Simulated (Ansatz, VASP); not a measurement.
# One calculation of Al6H, two programs

INCAR

```
SYSTEM = Al6H
ALGO = Normal
DIPOL = 0.5 0.5 0.298
EDIFF = 1E-6
ENCUT = 520
GGA = PE
IDIPOL = 3
ISIF = 2
ISMEAR = 0
LASPH = .True.
LCHARG = .True.
LDIPOL = .True.
LELF = .True.
LREAL = .False.
LVACPOTAV = .True.
LVHAR = .True.
LWAVE = .False.
NBANDS = 32
NELM = 80
PREC = Accurate
SIGMA = 0.1
```

Contents of KPOINTS:

```
k-points
0
Gamma
  6 6 1
  0 0 0
```

File POSCAR:

```
Al6H
1.0
    5.7143028096      0.0000000000      0.0000000000
   -2.8571514048      4.9487313980      0.0000000000
    0.0000000000      0.0000000000     22.6016424997
Al H
12 2
Direct
    0.3333333333      0.1666666667      0.1769782882
    0.3333333333      0.6666666667      0.1769782882
    0.8333333333      0.1666666667      0.1769782882
    0.8333333333      0.6666666667      0.1769782882
    0.1666666667      0.3333333333      0.2787817902
    0.1666666667      0.8333333333      0.2787817902
    0.6666666667      0.3333333333      0.2787817902
    0.6666666667      0.8333333333      0.2787817902
    0.0000000000      0.0000000000      0.3805759913
    0.0000000000      0.5000000000      0.3805759913
    0.5000000000      0.0000000000      0.3805759913
    0.5000000000      0.5000000000      0.3805759913
    0.2529210739      0.1666666667      0.4146443118
    0.4137455928      0.1666666667      0.4146443118
```

Input for Ansatz:

```yaml
crystal:
  lattice:
    - [5.7143028096, 0.0, 0.0]
    - [-2.8571514048, 4.948731398, 0.0]
    - [0.0, 0.0, 22.6016424997]
  atoms:
    - { symbol: Al, position: [0.3333333333, 0.1666666667, 0.1769782882] }
    - { symbol: Al, position: [0.3333333333, 0.6666666667, 0.1769782882] }
    - { symbol: Al, position: [0.8333333333, 0.1666666667, 0.1769782882] }
    - { symbol: Al, position: [0.8333333333, 0.6666666667, 0.1769782882] }
    - { symbol: Al, position: [0.1666666667, 0.3333333333, 0.2787817902] }
    - { symbol: Al, position: [0.1666666667, 0.8333333333, 0.2787817902] }
    - { symbol: Al, position: [0.6666666667, 0.3333333333, 0.2787817902] }
    - { symbol: Al, position: [0.6666666667, 0.8333333333, 0.2787817902] }
    - { symbol: Al, position: [0.0, 0.0, 0.3805759913] }
    - { symbol: Al, position: [0.0, 0.5, 0.3805759913] }
    - { symbol: Al, position: [0.5, 0.0, 0.3805759913] }
    - { symbol: Al, position: [0.5, 0.5, 0.3805759913] }
    - { symbol: H, position: [0.2529210739, 0.1666666667, 0.4146443118] }
    - { symbol: H, position: [0.4137455928, 0.1666666667, 0.4146443118] }
basis:
  ecutwfc: 420
kpoints:
  mp_grid: { grid: [6, 6, 1] }
hamiltonian:
  xc: pbe
scf:
  occupations: { method: gaussian, width: 0.1 }
output:
  forces: true
  eigenvalues: true
efield:
  axis: 3
  dipole_correction: true
  ramp_width: 0.04
```

Alike in both runs: task single point; functional PBE; k mesh 6 × 6 × 1; occupations gaussian, width 0.1 eV; no spin polarisation.

```csv
,VASP,Ansatz
version,VASP 6.6.1,Ansatz 0.2.0
potentials or method,"VASP PAW PBE potentials, release 64 (Al, H), cutoff 520 eV","scalar-relativistic, plane waves, PAW"
valence electrons in the cell,38,38
```

VASP gave:

| Item | Value |
| --- | --- |
| gap on the k mesh at the Fermi level (eV) | none |
| rms of the force components (eV/Å) | 1.107 |
| work function, face that differs most (eV) | 3.83 |

Task: Which values does Ansatz return?

Result: gap on the k mesh at the Fermi level (eV): none; rms of the force components (eV/Å): 1.108; work function, face that differs most (eV): 3.82.

Atom by atom the forces differ by 0.001 eV/Å (rms over components). A gap of «none» marks a metal or a gap that the smearing closes. The functional is the same, so the differences come from potentials, cutoffs and numerics.
